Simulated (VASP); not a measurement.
# AlRu (Cmmm) in VASP: single point with r2SCAN

Aim: the single point of AlRu with r2SCAN.

Everything below comes from runs of VASP 6.6.1. Logs are shortened: lines on timing, memory, paths and dates and some standing lists are left out, and cuts for length are marked.

**1. The cell of the first run**

The structure is orthorhombic, space group Cmmm (No. 65). Conventional cell: a = 4.183 Å, b = 4.278 Å, c = 2.992 Å, α = 90.00°, β = 90.00°, γ = 90.00°. Within 3.4 Å of Al (site symmetry mmm) lie 8 Ru at 2.57 to 2.61 Å and 6 Al at 2.99 Å. Within 3.4 Å of Ru (site symmetry mmm) lie 8 Al at 2.57 to 2.61 Å and 6 Ru at 2.99 Å.

**2. Single point, r2SCAN (strain +0.0225 x Voigt [0, 0, 0, 0, 1, 0])**

Input file POSCAR:

```
AlRu
1.0
    2.9916000000      0.0000000000      0.0336555000
    0.0000000000      2.9916000000      0.0000000000
    0.0336555000      0.0000000000      2.9916000000
Al Ru
1 1
Direct
    0.0000000000      0.0000000000      0.0000000000
    0.5000000000      0.5000000000      0.5000000000
```

Input file INCAR.step1:

```
SYSTEM = AlRu
PREC = Accurate
ENCUT = 520
ISMEAR = 0
SIGMA = 0.15
LREAL = .False.
LASPH = .True.
NELM = 100
NBANDS = 16
GGA = PE
ALGO = Normal
EDIFF = 1E-4
LWAVE = .True.
LCHARG = .False.
```

Input file INCAR.step2:

```
SYSTEM = AlRu
PREC = Accurate
ENCUT = 520
EDIFF = 1E-6
ISMEAR = 0
SIGMA = 0.15
LREAL = .False.
LASPH = .True.
NELM = 100
ALGO = Normal
ISIF = 2
LWAVE = .False.
LCHARG = .False.
METAGGA = R2SCAN
LMIXTAU = .True.
NBANDS = 16
ISTART = 1
```

Input file KPOINTS:

```
Automatic mesh
0
Gamma
  20 20 20
  0 0 0
```

Potentials or basis: VASP PAW PBE potentials, release 64 (Al, Ru_pv).

The run is started by

```sh
> cat potpaw_PBE.64/Al/POTCAR potpaw_PBE.64/Ru_pv/POTCAR > POTCAR
> cp INCAR.step1 INCAR
> mpirun -np 1 vasp_std > vasp.out
> cp INCAR.step2 INCAR
> mpirun -np 1 vasp_std > vasp.out
```

OUTCAR:

```text
SYSTEM = AlRu
   PREC = Accurate
   ENCUT = 520
   EDIFF = 1E-6
   ISMEAR = 0
   LREAL = .False.
   LASPH = .True.
   NELM = 100
   ISIF = 2
   METAGGA = R2SCAN
   ISTART = 1

 ion  position               nearest neighbor table
   1  0.000  0.000  0.000-   2 2.57   2 2.57   2 2.57   2 2.57   2 2.61   2 2.61   2 2.61   2 2.61

   2  0.500  0.500  0.500-   1 2.57   1 2.57   1 2.57   1 2.57   1 2.61   1 2.61   1 2.61   1 2.61

  LATTYP: Found a base centered orthorhombic cell.
 ALAT       =     4.1831652286
 B/A-ratio  =     1.0227560051
 C/A-ratio  =     0.7151522439

  Lattice vectors:

 A1 = (  -2.9916000000,   0.0000000000,  -0.0336555000)
 A2 = (   0.0336555000,   0.0000000000,   2.9916000000)
 A3 = (   0.0000000000,   2.9916000000,   0.0000000000)

Analysis of symmetry for initial positions (statically):
=====================================================================
 Subroutine PRICEL returns:
 Original cell was already a primitive cell.

 Routine SETGRP: Setting up the symmetry group for a
 base centered orthorhombic supercell.

 Subroutine GETGRP returns: Found  8 space group operations
 (whereof  8 operations were pure point group operations)
 out of a pool of  8 trial point group operations.

The static configuration has the point symmetry D_2h.

Analysis of symmetry for dynamics (positions and initial velocities):
=====================================================================
 Subroutine PRICEL returns:
 Original cell was already a primitive cell.

 Routine SETGRP: Setting up the symmetry group for a
 base centered orthorhombic supercell.

 Subroutine GETGRP returns: Found  8 space group operations
 (whereof  8 operations were pure point group operations)
 out of a pool of  8 trial point group operations.

The dynamic configuration has the point symmetry D_2h.

 Subroutine INISYM returns: Found  8 space group operations
 (whereof  8 operations are pure point group operations),
 and found     1 'primitive' translations

----------------------------------------------------------------------------------------

                                     Primitive cell

  volume of cell :      26.7704

  direct lattice vectors                    reciprocal lattice vectors
     2.991600000  0.000000000  0.033655500     0.334311599  0.000000000 -0.003761005
     0.000000000  2.991600000  0.000000000     0.000000000  0.334269287  0.000000000
     0.033655500  0.000000000  2.991600000    -0.003761005  0.000000000  0.334311599

  length of vectors
     2.991789306  2.991600000  2.991789306     0.334332754  0.334269287  0.334332754

  position of ions in fractional coordinates (direct lattice)
     0.000000000  0.000000000  0.000000000
     0.500000000  0.500000000  0.500000000

  ion indices of the primitive-cell ions
   primitive index   ion index
                 1           1
                 2           2

----------------------------------------------------------------------------------------

 KPOINTS: Automatic mesh

Automatic generation of k-mesh.
 Grid dimensions read from file:
 generate k-points for:   20   20   20

 Generating k-lattice:

  Cartesian coordinates                     Fractional coordinates (reciprocal lattice)
     0.016715580  0.000000000 -0.000188050     0.050000000  0.000000000  0.000000000
     0.000000000  0.016713464  0.000000000     0.000000000  0.050000000  0.000000000
    -0.000188050  0.000000000  0.016715580     0.000000000  0.000000000  0.050000000

  Length of vectors
     0.016716638  0.016713464  0.016716638

  Shift w.r.t. Gamma in fractional coordinates (k-lattice)
     0.000000000  0.000000000  0.000000000

 Subroutine IBZKPT returns following result:
 ===========================================

 Found   1221 irreducible k-points:

 Following reciprocal coordinates:
            Coordinates               Weight
  0.000000  0.000000  0.000000      1.000000
  0.050000  0.000000  0.000000      4.000000
  0.100000  0.000000 -0.000000      4.000000
  0.150000  0.000000  0.000000      4.000000
  0.200000  0.000000 -0.000000      4.000000
  0.250000  0.000000  0.000000      4.000000
[... 16 lines left out ...]
  0.000000  0.100000  0.000000      2.000000
  0.050000  0.100000  0.000000      8.000000
 [... further k-points ...]
   k-points           NKPTS =   1221   k-points in BZ     NKDIM =   1221   number of bands    NBANDS=     16
   number of dos      NEDOS =    301   number of ions     NIONS =      2
   total plane-waves  NPLWV =  13824
   dimension x,y,z NGX =    24 NGY =   24 NGZ =   24
   dimension x,y,z NGXF=    48 NGYF=   48 NGZF=   48
   ions per type =               1   1
   NGX,Y,Z   is equivalent  to a cutoff of  13.34, 13.34, 13.34 a.u.
   NGXF,Y,Z  is equivalent  to a cutoff of  26.67, 26.67, 26.67 a.u.
 SYSTEM =  AlRu
   PREC   = accura    normal or accurate (medium, high low for compatibility)
   ISTART =      1    job   : 0-new  1-cont  2-samecut
   ICHARG =      0    charge: 1-file 2-atom 10-const
   ISPIN  =      1    spin polarized calculation?
   LNONCOLLINEAR =      F non collinear calculations
   LSORBIT =      F    spin-orbit coupling
   LASPH  =      T    aspherical Exc in radial PAW
   ENCUT  =  520.0 eV  38.22 Ry    6.18 a.u.   5.56  5.56  5.56*2*pi/ulx,y,z
   NELM   =    100;   NELMIN=  2; NELMDL=  0     # of ELM steps
   EDIFF  = 0.1E-05   stopping-criterion for ELM
   LREAL  =      F    real-space projection
[... 7 lines left out ...]
   TEBEG  =    0.0;   TEEND  =   0.0 temperature during run
   PSTRESS=    0.0 pullay stress
   NELECT =      17.0000    total number of electrons
   NUPDOWN=      -1.0000    fix difference up-down
   EMIN   =  10.00;   EMAX   =-10.00  energy-range for DOS
   EFERMI =   0.00;   METHOD = LEGACY
   ISMEAR =     0;   SIGMA  =   0.15  broadening in eV -4-tet -1-fermi 0-gaus
   EFERMI_NEDOS =   21; number of points for ismear=-14 and -15
   IALGO  =     38    algorithm
   IMIX   =      4    mixing-type and parameters
     AMIX     =   0.40;   BMIX     =  1.00
     AMIX_MAG =   1.60;   BMIX_MAG =  1.00
  volume/ion in A,a.u.               =      13.39        90.33
  Fermi-wavevector in a.u.,A,eV,Ry     =   1.407146  2.659121 26.940364  1.980061
  Thomas-Fermi vector in A             =   2.529435
   LORBIT       =      0    0 simple, 1 ext, 2 COOP (PROOUT), +10 PAW based schemes
   METAGGA = R2SCAN    functional components
   LHFCALC =     F    Hartree Fock is set to
   AEXX    =    0.0000 exact exchange contribution
   IVDW    =     0    specifies the selected vdW correction
   LEPSILON=     F    determine dielectric tensor
   LRPA    =     F    only Hartree local field effects (RPA)
 non-spin polarized calculation
 Gauss-broadening in eV      SIGMA  =   0.15
  energy-cutoff  :      520.00
  volume of cell :       26.77
 maximum number of plane-waves:       740
   NGX = 11   NGY = 11   NGZ = 11

 number of electron      16.9999996 magnetization

 Free energy of the ion-electron system (eV)
  ---------------------------------------------------
  ext. energy  EPLUGINS =         0.00000000
  ---------------------------------------------------
  free energy    TOTEN  =       -33.61119131 eV

  energy without entropy =      -33.59320825  energy(sigma->0) =      -33.60219978

 E-fermi :  10.5652     XC(G=0): -13.6166

 val. band max:       10.5640739461   @ k =  -0.4000   0.2500   0.2500
 cond. band min:      10.5687811653   @ k =  -0.4000   0.3500   0.4000
 fundamental gap:      0.0047072192
 Fermi energy:        10.5651771472

 k-point     1 :       0.0000    0.0000    0.0000
  band No.  band energies     occupation
      1     -32.5122      2.00000
      2     -32.5090      2.00000
      3     -32.5036      2.00000
      4       0.3963      2.00000
      5       6.8851      2.00000
      6       6.8905      2.00000
[... 8 lines left out ...]
     15      22.0446      0.00000
     16      27.0486      0.00000

 k-point     2 :       0.0500    0.0000    0.0000
  band No.  band energies     occupation
      1     -32.5158      2.00000
      2     -32.5085      2.00000
      3     -32.5052      2.00000
      4       0.4474      2.00000
      5       6.9032      2.00000
      6       6.9080      2.00000
[... 8 lines left out ...]
     15      22.2676      0.00000
     16      27.1984      0.00000

 k-point     3 :       0.1000    0.0000   -0.0000
  band No.  band energies     occupation
      1     -32.5310      2.00000
      2     -32.5071      2.00000
      3     -32.5053      2.00000
      4       0.5994      2.00000
      5       6.9502      2.00000
      6       6.9599      2.00000
[... 8 lines left out ...]
     15      22.7814      0.00000
     16      27.6609      0.00000

 k-point     4 :       0.1500    0.0000    0.0000
  band No.  band energies     occupation
      1     -32.5565      2.00000
      2     -32.5049      2.00000
      3     -32.5035      2.00000
      4       0.8489      2.00000
      5       7.0010      2.00000
      6       7.0462      2.00000
[... 8 lines left out ...]
     15      23.3331      0.00000
     16      28.4440      0.00000

 k-point     5 :       0.2000    0.0000   -0.0000
  band No.  band energies     occupation
      1     -32.5887      2.00000
      2     -32.5021      2.00000
      3     -32.5008      2.00000
      4       1.1903      2.00000
      5       7.0201      2.00000
      6       7.1593      2.00000
[... 8 lines left out ...]
     15      23.7971      0.00000
     16      28.8485      0.00000

 k-point     6 :       0.2500    0.0000    0.0000
  band No.  band energies     occupation
      1     -32.6245      2.00000
      2     -32.4990      2.00000
      3     -32.4978      2.00000
      4       1.6160      2.00000
      5       6.9578      2.00000
      6       7.2900      2.00000
[... 8 lines left out ...]
     15      24.1553      0.00000
     16      27.9457      0.00000
[... 267 lines left out ...]
 k-point    21 :       0.4500    0.0500    0.0000
  band No.  band energies     occupation
      1     -32.7328      2.00000
      2     -32.4949      2.00000
      3     -32.4879      2.00000
      4       3.9688      2.00000
      5       5.3450      2.00000
      6       7.7605      2.00000
[... 8 lines left out ...]
     15      24.0725      0.00000
     16      24.4845      0.00000

 k-point    22 :       0.5000    0.0500    0.0000
  band No.  band energies     occupation
      1     -32.7384      2.00000
      2     -32.4944      2.00000
      3     -32.4874      2.00000
      4       4.4623      2.00000
      5       4.8656      2.00000
      6       7.7866      2.00000
[... 8 lines left out ...]
     15      23.7571      0.00000
     16      24.1157      0.00000

 k-point    23 :       0.0000    0.1000    0.0000
  band No.  band energies     occupation
      1     -32.5314      2.00000
      2     -32.5103      2.00000
      3     -32.5017      2.00000
      4       0.5994      2.00000
      5       6.9470      2.00000
      6       6.9635      2.00000
[... 8 lines left out ...]
     15      22.7861      0.00000
     16      27.6615      0.00000

 k-point    24 :       0.0500    0.1000    0.0000
  band No.  band energies     occupation
      1     -32.5309      2.00000
      2     -32.5139      2.00000
      3     -32.5033      2.00000
      4       0.6497      2.00000
      5       6.9670      2.00000
      6       6.9807      2.00000
[... 8 lines left out ...]
     15      22.8226      0.00000
     16      27.7868      0.00000

 [... further k-points ...]
[... 5 lines left out ...]
  --------------------------------------------------------------------------------------
  -------------------------------------------------------------------------------------
  Total       -0.2913366     -0.2928616     -0.2913366      0.0000000      0.0000000     -0.4964979
  in kB      -17.4361291    -17.5273963    -17.4361291      0.0000000      0.0000000    -29.7147697
  external PRESSURE =     -17.4665515 kB  Pullay stress =       0.0000000 kB

 VOLUME and BASIS-vectors are now :
 -----------------------------------------------------------------------------
  energy-cutoff  :      520.00
  volume of cell :       26.77
      direct lattice vectors                 reciprocal lattice vectors
     2.991600000  0.000000000  0.033655500     0.334311599  0.000000000 -0.003761005
     0.000000000  2.991600000  0.000000000     0.000000000  0.334269287  0.000000000
     0.033655500  0.000000000  2.991600000    -0.003761005  0.000000000  0.334311599

 POSITION                                       TOTAL-FORCE (eV/Angst)
 -----------------------------------------------------------------------------------
      0.00000      0.00000      0.00000        -0.000000      0.000000      0.000000
      1.51263      1.49580      1.51263         0.000000      0.000000      0.000000
 -----------------------------------------------------------------------------------
    total drift:                                0.000000     -0.000000     -0.000000

  FREE ENERGIE OF THE ION-ELECTRON SYSTEM (eV)
  ---------------------------------------------------
  free  energy   TOTEN  =       -33.6111913055 eV

  energy  without entropy=      -33.5932082547  energy(sigma->0) =      -33.60219978
```

Wall time 12 min (1 thread of AMD EPYC 9R45 (Zen 5), shared host); peak memory 0.55 GiB.

What came out:

```
Free energy            : -33.6112 eV
Pressure               : -1.7 GPa
Band gap on the k mesh : zero (an odd number of electrons rules out a gap without spin polarisation)
```

Levels at points of the mesh, in eV from the Fermi level:
```tsv
k point	band 7	band 8	band 9	band 10	band 11	band 12
(0.00, 0.00, 0.00)	0.11	0.16	0.23	6.51	6.52	6.54
(0.50, 0.00, 0.00)	-1.69	-1.68	0.43	2.51	7.74	10.36
(0.00, 0.50, 0.00)	-1.77	-1.61	0.43	2.51	7.75	10.36
(0.50, 0.50, 0.00)	-1.47	-1.25	-1.24	1.72	5.66	6.76
(0.50, 0.00, 0.50)	-1.30	-1.26	-1.23	1.72	5.63	6.79
(0.50, 0.50, 0.50)	1.82	1.82	3.17	4.13	4.36	4.52
```

Caveat: the cell differs from its parent crystal (strain +0.0225 x Voigt [0, 0, 0, 0, 1, 0]); the PAW data sets were made with another functional, which shifts forces and pressure a little.
